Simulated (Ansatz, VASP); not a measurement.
Al: VASP beside Ansatz

INCAR

```
PREC = Accurate
ENCUT = 520
EDIFF = 1E-6
ISMEAR = 0
SIGMA = 0.15
LREAL = False
LASPH = True
NELM = 60
ALGO = Fast
ISIF = 2
LWAVE = False
LCHARG = False
GGA = PS
IVDW = 12
NBANDS = 10
```

File KPOINTS:

```
Automatic mesh
0
Gamma
  18 18 10
```

Contents of POSCAR:

```
Al
1.0
    2.8124553515      0.0000000000      0.0000000000
   -1.4062276757      2.4356577814      0.0000000000
    0.0000000000      0.0000000000      4.8668500000
Al
2
Direct
    0.4984133003      0.2101633206      0.7500000000
    0.3333333333      0.6666666667      0.2500000000
```

Input for Ansatz:

```yaml
crystal:
  lattice:
    - [2.8124553515, 0.0, 0.0]
    - [-1.4062276757, 2.4356577814, 0.0]
    - [0.0, 0.0, 4.86685]
  atoms:
    - { symbol: Al, position: [0.4984133003, 0.2101633206, 0.75] }
    - { symbol: Al, position: [0.3333333333, 0.6666666667, 0.25] }
kpoints:
  mp_grid: { grid: [18, 18, 10] }
hamiltonian:
  xc: pbesol
  dispersion: d3bj
scf:
  occupations: { method: gaussian, width: 0.15 }
output:
  forces: true
  eigenvalues: true
  stress: true
```

Alike in both runs: task single point; functional PBEsol; dispersion D3(BJ); k mesh 18 × 18 × 10; occupations gaussian, width 0.15 eV; no spin polarisation.

```csv
,VASP,Ansatz
version,VASP 6.6.1,Ansatz 0.2.0
potentials or method,"VASP PAW PBE potentials, release 64 (Al)","scalar-relativistic, plane waves, PAW"
plane-wave cutoff (eV),520,420
valence electrons in the cell,6,6
```

|  | VASP | Ansatz | Ansatz less VASP |
| --- | --- | --- | --- |
| gap on the k mesh at the Fermi level (eV) | none | none | - |
| pressure (GPa) | -3.5 | -3.6 | -0.06 |
| traceless stress, the component that is largest in VASP (GPa) | -0.19 | -0.18 | +0.010 |
| rms of the force components (eV/Å) | 0.124 | 0.123 | -0.0007 |

VASP's potentials were made for PBE, not for PBEsol. Atom by atom the forces differ by 0.001 eV/Å (rms over components). A gap of «none» marks a metal or a gap that the smearing closes.
